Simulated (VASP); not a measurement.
A run of VASP 6.6.1 is set up as follows.

File INCAR:

```
SYSTEM = ZnGe2
PREC = Accurate
ENCUT = 520
EDIFF = 1E-6
ISMEAR = 0
SIGMA = 0.1
LREAL = .FALSE.
LASPH = .TRUE.
NELM = 80
ALGO = Normal
ISIF = 2
LWAVE = .FALSE.
LCHARG = .FALSE.
GGA = PE
NBANDS = 49
```

Contents of KPOINTS:

```
regular mesh
0
G
  4 4 6
  0 0 0
```

File POSCAR:

```
ZnGe2
1.0
    5.4689907499      0.0000000000      0.0000000000
    0.0000000000      5.4689907499      0.0000000000
    0.0000000000      0.0000000000      3.5225824181
Zn Ge
2 4
Direct
    0.0000000000      0.0000000000      0.0000000000
    0.5000000000      0.5000000000      0.5000000000
    0.3060000000      0.3060000000      0.0000000000
    0.1940000000      0.8060000000      0.5000000000
    0.6940000000      0.6940000000      0.0000000000
    0.8060000000      0.1940000000      0.5000000000
```

Potentials or basis: VASP PAW PBE potentials, release 64 (Zn, Ge_d).

Command:

```sh
$ cat potpaw_PBE.64/Zn/POTCAR potpaw_PBE.64/Ge_d/POTCAR > POTCAR
$ mpirun -np 1 vasp_std > vasp.out
```

Question: What does it give for the band gap on the k mesh?

Answer: Zero (band 40 reaches 6.98 eV, above the bottom of band 41 at 4.81 eV).

Question: Estimate the largest force.

Answer: 1.299 eV/Å.

Question: What does it give for the pressure?

Answer: 21.8 GPa.

Stress tensor (GPa, compression positive):
```
16.73  0.00  0.00
 0.00 16.73  0.00
 0.00  0.00 32.04
```

Caveat: forces of over 1 eV/Å act on the atoms, so gaps and moduli don't describe the material at rest.
